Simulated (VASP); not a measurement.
A run of VASP 6.6.1:

Contents of INCAR:

```
PREC = Accurate
ENCUT = 520
EDIFF = 1E-6
ISMEAR = -1
SIGMA = 0.02
LREAL = False
LASPH = True
NELM = 80
ALGO = Normal
ISIF = 2
LWAVE = False
LCHARG = True
GGA = PS
IVDW = 12
LELF = True
LVHAR = True
NBANDS = 37
```

The input KPOINTS:

```
Automatic mesh
0
Gamma
  4 4 6
```

POSCAR

```
GeBr2
1.0
    6.6857388000      0.0000000000      0.0000000000
    0.0000000000      6.6857388000      0.0000000000
    0.0000000000      0.0000000000      4.2293492200
Ge Br
2 4
Direct
    0.0000000000      0.0000000000      0.0000000000
    0.5000000000      0.5000000000      0.5000000000
    0.2976057000      0.2976057000      0.0000000000
    0.7023943000      0.7023943000      0.0000000000
    0.2023943000      0.7976057000      0.5000000000
    0.7976057000      0.2023943000      0.5000000000
```

Potentials or basis: VASP PAW PBE potentials, release 64 (Ge_d, Br).

Run with:

```bash
$ cat potpaw_PBE.64/Ge_d/POTCAR potpaw_PBE.64/Br/POTCAR > POTCAR
$ mpirun -np 1 vasp_std > vasp.out
```

Hardware: 1 thread of Intel Xeon 8259CL, with other jobs on the host.

Problem. Estimate the wall time of this run.

Solution. Wall time 4 min on 1 thread of Intel Xeon 8259CL, with other jobs on the host, peak memory 0.36 GiB. Counts: scf iterations 14, k points 24.
